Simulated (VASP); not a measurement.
Crystal: BeTe.

```
CELL_PARAMETERS angstrom
0.00000 2.77000 2.77000
2.77000 0.00000 2.77000
2.77000 2.77000 0.00000
ATOMIC_POSITIONS crystal
Be 0.00000 0.00000 0.00000
Te 0.25000 0.25000 0.25000
```

- Program: VASP 6.6.1
- Task: relaxation of cell and atoms
- Functional: PBE
- Potentials or basis: VASP PAW PBE potentials, release 64 (Be, Te)
- Cutoff: 600 eV
- k mesh: 5 × 5 × 5
- Occupations: methfessel-paxton, width 0.01 eV
- Spin: no spin polarisation

At the start: pressure 4.6 GPa; volume 21.25 Å³/atom.

Problem. Where does the relaxation end?

Solution. Over 3 steps the energy falls by 21.2 meV/atom and the volume is 22.81 Å³/atom (+7.3 %); space group F-43m (No. 216, to 0.1 Å) before and after.

The path:
| step | energy change (eV) | largest force (eV/Å) | pressure (GPa) | volume (Å³) |
| --- | --- | --- | --- | --- |
| 1 | 0.0000 | 0.0000 | 4.61 | 42.51 |
| 2 | -0.0402 | 0.0000 | -0.89 | 46.38 |
| 3 | -0.0423 | 0.0000 | 0.01 | 45.62 |

Final structure:
```
Be Te
1.0
     0.00000    2.83605    2.83605
     2.83605    0.00000    2.83605
     2.83605    2.83605    0.00000
Be Te
1 1
Direct
  0.00000 0.00000 0.00000
  0.25000 0.25000 0.25000
```
